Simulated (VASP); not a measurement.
Wanted: the native input for a VASP 6.6.1 run.

```
Task                               : single point
Functional                         : HSE06
Potentials or basis                : VASP PAW PBE potentials, release 64 (Mg, O)
Cutoff                             : 520 eV
k mesh                             : 8 × 8 × 8
Occupations                        : gaussian, width 0.01 eV
Spin                               : no spin polarisation
Dipole correction                  : no
Grid for exact exchange (PRECFOCK) : Normal
Further INCAR settings             : ALGO = Normal; EDIFF = 1e-06; NBANDS = 11
Share of exact exchange            : 0.25
Screening parameter                : 0.2079 1/Å
```

MgO:

```
Mg O
1.0
     0.01945    2.10217    2.10217
     2.10217    0.01945    2.10217
     2.12161    2.12161    0.00000
Mg O
1 1
Direct
  0.00000 0.00000 0.00000
  0.50000 0.50000 0.50000
```

This cell differs from its parent crystal: shear xy strain +1.9%.

These files were run (other wordings do the same):

POSCAR

```
MgO
1.0
    0.0194450486      2.1021674168      2.1021674168
    2.1021674168      0.0194450486      2.1021674168
    2.1216124654      2.1216124654      0.0000000000
Mg O
1 1
Direct
    0.0000000000      0.0000000000      0.0000000000
    0.5000000000      0.5000000000      0.5000000000
```

INCAR.step1

```
ALGO = Normal
EDIFF = 1E-5
ENCUT = 520
GGA = PE
ISIF = 2
ISMEAR = 0
LASPH = T
LCHARG = F
LREAL = F
LWAVE = T
NBANDS = 11
NELM = 60
PREC = Accurate
SIGMA = 0.01
```

INCAR.step2

```
ALGO = Normal
EDIFF = 1E-6
ENCUT = 520
GGA = PE
HFSCREEN = 0.2079
ISIF = 2
ISMEAR = 0
ISTART = 1
LASPH = T
LCHARG = F
LHFCALC = T
LREAL = F
LWAVE = F
NBANDS = 11
NELM = 60
PREC = Accurate
PRECFOCK = Normal
SIGMA = 0.01
```

KPOINTS

```
k-points
0
Gamma
  8 8 8
```

Potentials or basis: VASP PAW PBE potentials, release 64 (Mg, O).

Launch:

```bash
$ cat potpaw_PBE.64/Mg/POTCAR potpaw_PBE.64/O/POTCAR > POTCAR
$ cp INCAR.step1 INCAR
$ mpirun -np 1 vasp_std > vasp.out
$ cp INCAR.step2 INCAR
$ mpirun -np 1 vasp_std > vasp.out
```

Results of the run:

The pressure is -0.6 GPa and the band gap on the k mesh is 6.42 eV.

Caveat: the cell differs from its parent crystal (shear xy strain +1.9%); the PAW data sets were made with another functional, which shifts forces and pressure a little.

It took 2.8 h on 1 thread of Oxide Virtual Turin-like Processor, with other jobs on the host, peak memory 0.24 GiB.
